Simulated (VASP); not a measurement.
# PbSe (Cmc2_1) in VASP: a series of runs

PbSe is run at these levels: PBE+D3(BJ); tasks: single point.

Everything below comes from runs of VASP 6.6.1. Logs are shortened: lines on timing, memory, paths and dates and some standing lists are left out, and cuts for length are marked.

### Step 1. The cell of the first run

It takes space group Cmc2_1 (No. 36, orthorhombic). The conventional cell has a = 4.310 Å, b = 12.268 Å, c = 4.450 Å, α = 90.00°, β = 90.00°, γ = 90.00°. Within 3.7 Å of Pb (site symmetry m) lie 5 Se at 2.82 to 3.18 Å. Within 3.7 Å of Se (site symmetry m) lie 5 Pb at 2.82 to 3.18 Å.

### Step 2. Single point, PBE+D3(BJ) (all Pb atoms moved +0.113 Å, as atom 1 along Cartesian [0 0 1])

The input, INCAR:

```
  PREC = Accurate
  ENCUT = 520
  EDIFF = 1E-6
  ISMEAR = 0
  SIGMA = 0.05
  LREAL = F
  LASPH = T
  NELM = 100
  ALGO = Normal
  ISIF = 2
  LWAVE = F
  LCHARG = F
  GGA = PE
  IVDW = 12
  NBANDS = 28
```

The input, KPOINTS:

```
Automatic mesh
0
Gamma
  8 8 6
```

The input, POSCAR:

```
PbSe
1.0
    2.1548765900     -6.1339473500      0.0000000000
    2.1548765900      6.1339473500      0.0000000000
    0.0000000000      0.0000000000      4.4504935700
Pb Se
2 2
Direct
    0.6317607300      0.3682392700      0.7752780952
    0.3682392700      0.6317607300      0.2752780952
    0.8612899600      0.1387100400      0.7500000000
    0.1387100400      0.8612899600      0.2500000000
```

Potentials or basis: VASP PAW PBE potentials, release 64 (Pb_d, Se).

Started as:

```console
> cat potpaw_PBE.64/Pb_d/POTCAR potpaw_PBE.64/Se/POTCAR > POTCAR
> mpirun -np 1 vasp_std > vasp.out
```

OUTCAR:

```text
PREC = Accurate
   ENCUT = 520
   EDIFF = 1E-6
   ISMEAR = 0
   LREAL = F
   LASPH = T
   NELM = 100
   ISIF = 2
   GGA = PE
   IVDW = 12
 IVDW          = 12

 ion  position               nearest neighbor table
   1  0.632  0.368  0.775-   3 2.82   4 3.02   4 3.02   4 3.18   4 3.18   2 3.92   2 3.92
   2  0.368  0.632  0.275-   4 2.82   3 3.02   3 3.02   3 3.18   3 3.18   1 3.92   1 3.92
   3  0.861  0.139  0.750-   1 2.82   2 3.02   2 3.02   2 3.18   2 3.18
   4  0.139  0.861  0.250-   2 2.82   1 3.02   1 3.02   1 3.18   1 3.18

  LATTYP: Found a base centered orthorhombic cell.
 ALAT       =     4.3097531800
 B/A-ratio  =     2.8465422932
 C/A-ratio  =     1.0326562530

  Lattice vectors:

 A1 = (   2.1548765900,  -6.1339473500,   0.0000000000)
 A2 = (   2.1548765900,   6.1339473500,   0.0000000000)
 A3 = (   0.0000000000,   0.0000000000,   4.4504935700)

Analysis of symmetry for initial positions (statically):
=====================================================================
 Subroutine PRICEL returns:
 Original cell was already a primitive cell.

 Routine SETGRP: Setting up the symmetry group for a
 base centered orthorhombic supercell.

 Subroutine GETGRP returns: Found  4 space group operations
 (whereof  2 operations were pure point group operations)
 out of a pool of  8 trial point group operations.

The static configuration has the point symmetry C_1h.
 The point group associated with its full space group is C_2v.

Analysis of symmetry for dynamics (positions and initial velocities):
=====================================================================
 Subroutine PRICEL returns:
 Original cell was already a primitive cell.

 Routine SETGRP: Setting up the symmetry group for a
 base centered orthorhombic supercell.

 Subroutine GETGRP returns: Found  4 space group operations
 (whereof  2 operations were pure point group operations)
 out of a pool of  8 trial point group operations.

The dynamic configuration has the point symmetry C_1h.
 The point group associated with its full space group is C_2v.

 Subroutine INISYM returns: Found  4 space group operations
 (whereof  2 operations are pure point group operations),
 and found     1 'primitive' translations

----------------------------------------------------------------------------------------

[... 94 lines left out ...]
   ENCUT  =  520.0 eV  38.22 Ry    6.18 a.u.  12.09 12.09  8.27*2*pi/ulx,y,z
   NELM   =    100;   NELMIN=  2; NELMDL= -5     # of ELM steps
   EDIFF  = 0.1E-05   stopping-criterion for ELM
   LREAL  =      F    real-space projection
   EDIFFG = 0.1E-04   stopping-criterion for IOM
   NSW    =      0    number of steps for IOM
   IBRION =     -1    ionic relax: 0-MD 1-quasi-New 2-CG
   NFREE  =      0    steps in history (QN), initial steepest desc. (CG)
   ISIF   =      2    stress and relaxation
   ISYM   =      2    0-nonsym 1-usesym 2-fastsym
   POTIM  = 0.5000    time-step for ionic-motion
   TEBEG  =    0.0;   TEEND  =   0.0 temperature during run
   PSTRESS=    0.0 pullay stress
   NELECT =      40.0000    total number of electrons
   NUPDOWN=      -1.0000    fix difference up-down
   EMIN   =  10.00;   EMAX   =-10.00  energy-range for DOS
   EFERMI =   0.00;   METHOD = LEGACY
   ISMEAR =     0;   SIGMA  =   0.05  broadening in eV -4-tet -1-fermi 0-gaus
   EFERMI_NEDOS =   21; number of points for ismear=-14 and -15
   IALGO  =     38    algorithm
   IMIX   =      4    mixing-type and parameters
     AMIX     =   0.40;   BMIX     =  1.00
     AMIX_MAG =   1.60;   BMIX_MAG =  1.00
  volume/ion in A,a.u.               =      29.41       198.49
  Fermi-wavevector in a.u.,A,eV,Ry     =   1.142601  2.159203 17.762912  1.305537
  Thomas-Fermi vector in A             =   2.279299
   LORBIT       =      0    0 simple, 1 ext, 2 COOP (PROOUT), +10 PAW based schemes
   GGA     = PE    functional components
   LHFCALC =     F    Hartree Fock is set to
   AEXX    =    0.0000 exact exchange contribution
   IVDW    =    12    specifies the selected vdW correction
   LEPSILON=     F    determine dielectric tensor
   LRPA    =     F    only Hartree local field effects (RPA)
 non-spin polarized calculation
 Gauss-broadening in eV      SIGMA  =   0.05
  energy-cutoff  :      520.00
  volume of cell :      117.65
 maximum number of plane-waves:      3192
   NGX = 25   NGY = 25   NGZ = 17

 number of electron      39.9999998 magnetization

 Free energy of the ion-electron system (eV)
  ---------------------------------------------------
  ext. energy  EPLUGINS =         0.00000000
  ---------------------------------------------------
  free energy    TOTEN  =       -16.18620015 eV

  energy without entropy =      -16.18620015  energy(sigma->0) =      -16.18620015

 E-fermi :   4.4837     XC(G=0):  -9.4217

 val. band max:        4.2455535981   @ k =   0.2500   0.1250   0.0000
 cond. band min:       5.3517653505   @ k =   0.3750   0.3750   0.0000
 fundamental gap:      1.1062117524
 Fermi energy:         4.4836723470

 k-point     1 :       0.0000    0.0000    0.0000
  band No.  band energies     occupation
      1     -12.2010      2.00000
      2     -12.1170      2.00000
      3     -12.1131      2.00000
      4     -12.1077      2.00000
      5     -12.0891      2.00000
      6     -12.0840      2.00000
[... 733 lines left out ...]
     27      11.3879      0.00000
     28      11.7495      0.00000

 [... further k-points ...]

------------------------ aborting loop because EDIFF is reached ----------------------------------------

 Edisp (eV)   -1.44074

 E8    (eV) :    -0.6735

  FORCE on cell =-STRESS in cart. coord.  units (eV):
  Direction    XX          YY          ZZ          XY          YZ          ZX
  --------------------------------------------------------------------------------------
  -------------------------------------------------------------------------------------
  Total      -0.64713    -0.53746    -0.53686     0.00000     0.00000     0.00000
  in kB      -8.81256    -7.31903    -7.31094     0.00000     0.00000     0.00000
  external pressure =       -7.81 kB  Pullay stress =        0.00 kB

 VOLUME and BASIS-vectors are now :
 -----------------------------------------------------------------------------
  energy-cutoff  :      520.00
  volume of cell :      117.65
      direct lattice vectors                 reciprocal lattice vectors
     2.154876590 -6.133947350  0.000000000     0.232031849 -0.081513579  0.000000000
     2.154876590  6.133947350  0.000000000     0.232031849  0.081513579  0.000000000
     0.000000000  0.000000000  4.450493570     0.000000000  0.000000000  0.224694179

 POSITION                                       TOTAL-FORCE (eV/Angst)
 -----------------------------------------------------------------------------------
      2.15488     -1.61643      3.45037         0.000000      0.107075     -0.036777
      2.15488      1.61643      1.22512         0.000000     -0.107075     -0.036777
      2.15488     -4.43227      3.33787         0.000000     -0.128178      0.036777
      2.15488      4.43227      1.11262         0.000000      0.128178      0.036777
 -----------------------------------------------------------------------------------
    total drift:                                0.000001     -0.000000     -0.000745

  FREE ENERGIE OF THE ION-ELECTRON SYSTEM (eV)
  ---------------------------------------------------
  free  energy   TOTEN  =       -17.6269371655 eV

  energy  without entropy=      -17.6269371655  energy(sigma->0) =      -17.62693717
```

OSZICAR:

```text
N       E                     dE             d eps       ncg     rms          rms(c)
DAV:   1     0.410256864394E+03    0.41026E+03   -0.18682E+04  4704   0.149E+03
DAV:   2     0.277618045260E+02   -0.38250E+03   -0.37134E+03  4756   0.394E+02
DAV:   3    -0.149360541475E+02   -0.42698E+02   -0.41768E+02  6124   0.149E+02
DAV:   4    -0.167579220282E+02   -0.18219E+01   -0.18156E+01  5504   0.328E+01
DAV:   5    -0.168215221199E+02   -0.63600E-01   -0.63593E-01  6048   0.659E+00    0.400E+00
DAV:   6    -0.161877019204E+02    0.63382E+00   -0.14221E+00  6516   0.755E+00    0.219E+00
DAV:   7    -0.161828832543E+02    0.48187E-02   -0.33506E-01  5516   0.238E+00    0.128E+00
DAV:   8    -0.161890977949E+02   -0.62145E-02   -0.48026E-02  6056   0.186E+00    0.323E-01
DAV:   9    -0.161859779970E+02    0.31198E-02   -0.11560E-02  6572   0.901E-01    0.788E-02
DAV:  10    -0.161861741463E+02   -0.19615E-03   -0.10774E-03  5220   0.151E-01    0.326E-02
DAV:  11    -0.161862004354E+02   -0.26289E-04   -0.92319E-05  6572   0.689E-02    0.943E-03
DAV:  12    -0.161862004616E+02   -0.26255E-07   -0.10152E-05  5220   0.184E-02    0.308E-03
DAV:  13    -0.161862001513E+02    0.31030E-06   -0.16600E-06  3304   0.108E-02
   1 F= -.17626937E+02 E0= -.17626937E+02  d E =-.419679E-13
```

stdout:

```text
POSCAR found type information on POSCAR PbSe
 POSCAR found :  2 types and       4 ions
 scaLAPACK will be used
 LDA part: xc-table for (Slater+PW92), standard interpolation
 POSCAR, INCAR and KPOINTS ok, starting setup
 FFT: planning ... GRIDC
 FFT: planning ... GRID_SOFT
 FFT: planning ... GRID
 WAVECAR not read
 entering main loop
```

It took 4.2 min on 1 thread of Intel Xeon Platinum 8375C at 2.90GHz (Ice Lake), shared host; peak memory 0.44 GiB.

What came out:

```
Free energy                : -17.6269 eV
Pressure                   : -0.8 GPa
Largest force              : 0.133 eV/Å
Band gap on the k mesh     : 1.11 eV (least direct gap 1.24 eV)
Dispersion energy per atom : -0.360 eV
```

Forces on the atoms (eV/Å):
```
Pb   0.000  0.107 -0.037
Pb   0.000 -0.107 -0.037
Se   0.000 -0.128  0.037
Se   0.000  0.128  0.037
```

Stress tensor (GPa, compression positive):
```
-0.88  0.00  0.00
 0.00 -0.73  0.00
 0.00  0.00 -0.73
```

Caveat: the cell differs from its parent crystal (all Pb atoms moved +0.113 Å, as atom 1 along Cartesian [0 0 1]); spin-orbit coupling is left out, which moves the levels of the heavy elements. A k mesh can miss the band edges.

### Step 3. Single point, PBE+D3(BJ) (all Pb atoms moved +0.037 Å, as atom 1 along Cartesian [0 0 1])

The input, INCAR:

```
PREC = Accurate
ENCUT = 520
EDIFF = 1E-6
ISMEAR = 0
SIGMA = 0.05
LREAL = False
LASPH = True
NELM = 80
ALGO = Normal
ISIF = 2
LWAVE = False
LCHARG = False
GGA = PE
IVDW = 12
NBANDS = 28
```

The input, KPOINTS:

```
regular mesh
0
Gamma
  8 8 6
```

POSCAR: that of step 2 with these lines changed.

```diff
@@ -8,4 +8,4 @@
 Direct
-    0.6317607300      0.3682392700      0.7752780952
-    0.3682392700      0.6317607300      0.2752780952
+    0.6317607300      0.3682392700      0.7584260317
+    0.3682392700      0.6317607300      0.2584260317
     0.8612899600      0.1387100400      0.7500000000
```

Potentials or basis: VASP PAW PBE potentials, release 64 (Pb_d, Se).

Started as:

```console
> cat potpaw_PBE.64/Pb_d/POTCAR potpaw_PBE.64/Se/POTCAR > POTCAR
> mpirun -np 1 vasp_std > vasp.out
```

It took 3.6 min on 1 thread of Intel Xeon Platinum 8375C at 2.90GHz (Ice Lake), shared host; peak memory 0.45 GiB.

The run converged. Its results:

```yaml
Free_energy: -17.6300 eV
Pressure: -0.9 GPa
Largest_force: 0.134 eV/Å
Band_gap_on_the_k_mesh: 1.08 eV (least direct gap 1.20 eV)
Dispersion_energy_per_atom: -0.360 eV
```

Forces in eV/Å, atoms in the order of the input:
```
Pb   0.000  0.099 -0.008
Pb   0.000 -0.099 -0.008
Se   0.000 -0.134  0.008
Se   0.000  0.134  0.008
```

Stress tensor (GPa, compression positive):
```
-1.00  0.00  0.00
 0.00 -0.74  0.00
 0.00  0.00 -0.99
```

Levels at points of the mesh, in eV from the valence-band top:
```csv
k point,band 18,band 19,band 20,band 21,band 22,band 23
"(0.00, 0.00, 0.00)",-1.54,-1.28,-0.39,4.47,4.47,4.70
"(0.50, 0.00, 0.00)",-0.92,-0.47,-0.24,1.55,1.65,1.88
"(0.50, 0.50, 0.00)",-1.68,-1.09,-0.57,1.16,4.27,4.50
"(0.00, 0.00, 0.50)",-0.88,-0.03,-0.03,1.55,1.55,2.38
"(0.50, 0.00, 0.50)",-3.03,-1.27,-1.27,3.18,3.18,5.45
"(0.50, 0.50, 0.50)",-0.97,-0.39,-0.39,1.34,1.34,2.84
```

Caveat: the cell differs from its parent crystal (all Pb atoms moved +0.037 Å, as atom 1 along Cartesian [0 0 1]); spin-orbit coupling is left out, which moves the levels of the heavy elements.

### Step 4. Single point, PBE+D3(BJ) (all Pb atoms moved +0.075 Å, as atom 1 along Cartesian [0 0 1])

The input, INCAR:

```
PREC = Accurate ; ENCUT = 520
EDIFF = 1E-6 ; ISMEAR = 0
SIGMA = 0.05 ; LREAL = F
LASPH = T ; NELM = 100
ALGO = Normal ; ISIF = 2
LWAVE = F ; LCHARG = F
GGA = PE ; IVDW = 12
NBANDS = 28
```

KPOINTS is that of step 3.

POSCAR: that of step 3 with these lines changed.

```diff
@@ -8,4 +8,4 @@
 Direct
-    0.6317607300      0.3682392700      0.7584260317
-    0.3682392700      0.6317607300      0.2584260317
+    0.6317607300      0.3682392700      0.7668520634
+    0.3682392700      0.6317607300      0.2668520634
     0.8612899600      0.1387100400      0.7500000000
```

Started as:

```console
> cat potpaw_PBE.64/Pb_d/POTCAR potpaw_PBE.64/Se/POTCAR > POTCAR
> mpirun -np 1 vasp_std > vasp.out
```

Wall time 9.1 min (1 thread of Intel Xeon 8259CL, shared host); peak memory 0.45 GiB.

It converged, with:

* Free energy: -17.6290 eV
* Pressure: -0.9 GPa
* Largest force: 0.133 eV/Å
* Band gap on the k mesh: 1.09 eV (least direct gap 1.21 eV)
* Dispersion energy per atom: -0.360 eV

Forces in eV/Å, atoms in the order of the input:
```
Pb   0.000  0.103 -0.019
Pb   0.000 -0.103 -0.019
Se   0.000 -0.132  0.019
Se   0.000  0.132  0.019
```

Stress tensor (GPa, compression positive):
```
-0.97  0.00  0.00
 0.00 -0.74  0.00
 0.00  0.00 -0.90
```

Levels at points of the mesh, in eV from the valence-band top:
```csv
k point,band 17,band 18,band 19,band 20,band 21,band 22,band 23,band 24
"(0.00, 0.00, 0.00)",-2.15,-1.54,-1.27,-0.38,4.42,4.47,4.71,5.25
"(0.50, 0.00, 0.00)",-1.19,-0.92,-0.46,-0.23,1.56,1.68,1.91,2.66
"(0.50, 0.50, 0.00)",-1.87,-1.62,-1.09,-0.56,1.17,4.22,4.56,4.58
"(0.00, 0.00, 0.50)",-0.89,-0.89,-0.03,-0.03,1.56,1.56,2.40,2.40
"(0.50, 0.00, 0.50)",-3.03,-3.03,-1.26,-1.26,3.18,3.18,5.47,5.47
"(0.50, 0.50, 0.50)",-0.97,-0.97,-0.38,-0.38,1.35,1.35,2.86,2.86
```

Caveat: the cell differs from its parent crystal (all Pb atoms moved +0.075 Å, as atom 1 along Cartesian [0 0 1]); spin-orbit coupling is left out, which moves the levels of the heavy elements.

### Step 5. Overview

```tsv
cell	gap on the mesh (eV)	pressure (GPa)	largest force (eV/Å)
as given, atomic positions A	1.11	-0.8	0.13
as given, atomic positions B	1.08	-0.9	0.13
as given, atomic positions C	1.09	-0.9	0.13
```

Alike in all rows: task single point; level PBE+D3(BJ); potentials or basis VASP PAW PBE potentials, release 64 (Pb_d, Se); no spin polarisation; k mesh 8 × 8 × 6; cutoff (eV) 520; smearing gaussian 0.05 eV.

Caveats: spin-orbit coupling is left out, which moves the levels of the heavy elements.

Total energies depend on the potentials used, so only differences within one code and one set of settings carry meaning.
